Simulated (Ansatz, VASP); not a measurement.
**Two plane-wave programs on Pt**

Contents of INCAR:

```
SYSTEM = Pt
PREC = Accurate
ENCUT = 520
EDIFF = 1E-7
ISMEAR = -1
SIGMA = 0.1
LREAL = .False.
LASPH = .True.
NELM = 100
ALGO = Normal
ISIF = 2
LWAVE = .False.
LCHARG = .False.
NBANDS = 17
```

File KPOINTS:

```
Automatic mesh
0
Gamma
  12 12 12
  0 0 0
```

The input POSCAR:

```
Pt
1.0
    0.0000000000      2.5661451160      2.5661451160
    2.5661451160      0.0000000000      2.5661451160
    2.5661451160      2.5661451160      0.0000000000
Pt
2
Direct
   -0.1250000000     -0.1250000000     -0.1250000000
    0.1250000000      0.1250000000      0.1250000000
```

Input for Ansatz:

```yaml
crystal:
  lattice:
    - [0.0, 2.566145116, 2.566145116]
    - [2.566145116, 0.0, 2.566145116]
    - [2.566145116, 2.566145116, 0.0]
  atoms:
    - { symbol: Pt, position: [-0.125, -0.125, -0.125] }
    - { symbol: Pt, position: [0.125, 0.125, 0.125] }
kpoints:
  mp_grid: { grid: [12, 12, 12] }
scf:
  occupations: { method: fermi_dirac, width: 0.1 }
hamiltonian:
  xc: lda
  pseudopotentials: { kind: paw }
output:
  forces: true
  stress: true
  eigenvalues: true
  populations: true
```

Change from the starting cell: volume scaled by 0.75, PAW files.

Alike in both runs: task single point; functional LDA; k mesh 12 × 12 × 12; occupations fermi-dirac, width 0.1 eV; no spin polarisation.

|  | VASP | Ansatz |
| --- | --- | --- |
| version | VASP 6.6.1 | Ansatz 0.2.0 |
| potentials or method | VASP PAW LDA potentials, release 64 (Pt) | PAW with Ansatz's default frozen-core files, scalar-relativistic |
| plane-wave cutoff (eV) | 520 | 420 |
| valence electrons in the cell | 20 | 36 |

Ansatz gave:

* pressure (GPa): 88.1

**Question.** What did VASP give for the same quantities?

**Answer.** Pressure (GPa): 85.5.

LDA's correlation is that of Perdew and Zunger in VASP and of Perdew and Wang (1992) in Ansatz. Both programs put the cell under a high pressure, so it lies far from rest at this level. VASP's potentials hold 20 valence electrons a cell and Ansatz's 36, so a difference there can come from the potentials and not from the codes.

Neither program's run includes spin-orbit coupling. Noted on VASP's run: the cell as given lies far from equilibrium.
